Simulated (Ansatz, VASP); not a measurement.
# Na in VASP and in Ansatz

File INCAR:

```
SYSTEM = Na
PREC = Accurate
ENCUT = 520
EDIFF = 1E-6
ISMEAR = -1
SIGMA = 0.05
LREAL = .FALSE.
LASPH = .TRUE.
NELM = 60
ALGO = Normal
ISIF = 2
LWAVE = .FALSE.
LCHARG = .FALSE.
GGA = PE
NBANDS = 10
```

The input KPOINTS:

```
regular mesh
0
G
  12 12 12
  0 0 0
```

File POSCAR:

```
Na
1.0
   -2.1245349354      2.1245349354      2.1245349354
    2.1245349354     -2.1245349354      2.1245349354
    2.1245349354      2.1245349354     -2.1245349354
Na
1
Direct
    0.0000000000      0.0000000000      0.0000000000
```

Input for Ansatz:

```yaml
crystal:
  lattice:
    - [-2.1245349354, 2.1245349354, 2.1245349354]
    - [2.1245349354, -2.1245349354, 2.1245349354]
    - [2.1245349354, 2.1245349354, -2.1245349354]
  atoms:
    - { symbol: Na, position: [0.0, 0.0, 0.0] }
kpoints:
  mp_grid: { grid: [12, 12, 12] }
  band_path:
    path:
      - [0.0, 0.0, 0.0]
      - [0.5, -0.5, 0.5]
      - [0.0, 0.0, 0.5]
      - [0.0, 0.0, 0.0]
      - [0.25, 0.25, 0.25]
      - [0.5, -0.5, 0.5]
      - [0.25, 0.25, 0.25]
      - [0.0, 0.0, 0.5]
    npoints: 5
scf:
  occupations: { method: fermi_dirac, width: 0.05 }
hamiltonian:
  xc: pbe
  pseudopotentials: { kind: all_electron, lapw: { basis_error: 0.00025 } }
output:
  forces: true
  stress: true
  eigenvalues: true
```

Change from the starting cell: volume scaled by 1.01.

Alike in both runs: task single point; functional PBE; k mesh 12 × 12 × 12; occupations fermi-dirac, width 0.05 eV; no spin polarisation.

|  | VASP | Ansatz |
| --- | --- | --- |
| version | VASP 6.6.1 | Ansatz 0.2.0 |
| potentials or method | VASP PAW PBE potentials, release 64 (Na_pv), cutoff 520 eV | all-electron LAPW, scalar-relativistic |

```tsv
	VASP	Ansatz	Ansatz less VASP
pressure (GPa)	-0.3	-0.3	+0.03
```

Ansatz ran all-electron here, and VASP with PAW potentials.
